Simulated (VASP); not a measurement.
A run of VASP 6.6.1:

INCAR

```
PREC = Accurate
ENCUT = 520
EDIFF = 1E-6
ISMEAR = 0
SIGMA = 0.02
LREAL = Auto
LASPH = T
NELM = 80
ALGO = Normal
ISIF = 2
LWAVE = F
LCHARG = F
GGA = CA
NBANDS = 48
```

File KPOINTS:

```
regular mesh
0
Gamma
  2 2 2
```

File POSCAR:

```
Si
1.0
    0.0000000000      5.4300000000      5.4300000000
    5.4300000000      0.0000000000      5.4300000000
    5.4300000000      5.4300000000      0.0000000000
Si
17
Direct
   -0.0011005525     -0.0004574586      0.0007767956
    0.1225693370      0.1227332413      0.1232395028
   -0.0035480663     -0.0034869245      0.5035130755
    0.1225676796      0.1227326888      0.6314534991
   -0.0034705341      0.5028051565     -0.0030248619
    0.1226964088      0.6302266114      0.1235348987
   -0.0034702578      0.5028058011      0.5036818600
    0.1260343462      0.6243406077      0.6248087477
    0.5025977901     -0.0033683241     -0.0029948435
    0.6295828729      0.1230141805      0.1236972376
    0.5025976059     -0.0033674033      0.5037567219
    0.6242682320      0.1260280847      0.6248477901
    0.5027050645      0.5029895948     -0.0028505525
    0.6243227440      0.6244457643      0.1261881215
    0.4999119705      0.4999152855      0.5000839779
    0.6243232965      0.6244470534      0.6250367403
    0.2488453039      1.2495125230      0.2508187845
```

Potentials or basis: VASP PAW LDA potentials, release 64 (Si).

The run is started by

```bash
$ cat potpaw_LDA.64/Si/POTCAR > POTCAR
$ mpirun -np 1 vasp_std > vasp.out
```

Hardware: 1 thread of Intel(R) Xeon(R) Platinum 8375C CPU @ 2.90GHz (Ice Lake), on a shared host.

Task: Estimate the wall time of this run.

Result: Run time: 100 s on 1 thread of Intel(R) Xeon(R) Platinum 8375C CPU @ 2.90GHz (Ice Lake) (shared host), peak memory 0.36 GiB. Counts: scf iterations 13, k points 6.
